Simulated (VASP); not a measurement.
Write the native input for VASP 6.6.1 that does the following.

```
Task                   : relaxation of cell and atoms
Functional             : PBEsol
Dispersion             : D4
Potentials or basis    : VASP PAW PBE potentials, release 64 (Sb)
Cutoff                 : 600 eV
k mesh                 : 9 × 9 × 5
Occupations            : fermi-dirac, width 0.05 eV
Spin                   : no spin polarisation
Dipole correction      : no
Further INCAR settings : ALGO = Normal; EDIFF = 1e-06; IBRION = 2; EDIFFG = -0.01; NSW = 60; ISIF = 3
```

The structure of Sb lies in POSCAR:

```
Sb
1.0
    3.3545324186      0.0000000000      0.0000000000
   -1.6772662093      2.9051102923      0.0000000000
    0.0000000000      0.0000000000      5.4701606500
Sb
2
Direct
    0.6666666667      0.3333333333      0.7500000000
    0.3333333333      0.6666666667      0.2500000000
```

The input as run:

INCAR

```
SYSTEM = Sb
ALGO = Normal
EDIFF = 1E-6
EDIFFG = -0.01
ENCUT = 600
GGA = PS
IBRION = 2
ISIF = 3
ISMEAR = -1
IVDW = 13
LASPH = .TRUE.
LCHARG = .FALSE.
LREAL = .FALSE.
LWAVE = .FALSE.
NELM = 100
NSW = 60
PREC = Accurate
SIGMA = 0.05
```

KPOINTS

```
k-points
0
G
  9 9 5
  0 0 0
```

Potentials or basis: VASP PAW PBE potentials, release 64 (Sb).

Run with:

```console
$ cat potpaw_PBE.64/Sb/POTCAR > POTCAR
$ mpirun -np 1 vasp_std > vasp.out
```

It gave:

```yaml
Relaxed_volume: 25.23 Å³/atom
Relaxed_cell: a = 3.295 Å, b = 3.295 Å, c = 5.368 Å, α = 90.00°, β = 90.00°, γ = 120.00°
Space_group_after_relaxing_to_0.05_Å: P6_3/mmc (No. 194)
Energy_gained_by_relaxing: 17.0 meV/atom
Ionic_steps: 5
Pressure_after_relaxing: 0.0 GPa
Band_gap_on_the_k_mesh: zero (band 5 reaches 13.70 eV, above the bottom of band 6 at 6.27 eV)
Dispersion_energy_per_atom: -0.347 eV
```

Caveat: the PAW data sets were made with another functional, which shifts forces and pressure a little; spin-orbit coupling is left out, which moves the levels of the heavy elements; pairwise dispersion overbinds metals, which lowers pressure and volume.

Run time: 100 s on 1 thread of AMD EPYC 7R13 (shared host), peak memory 0.18 GiB.
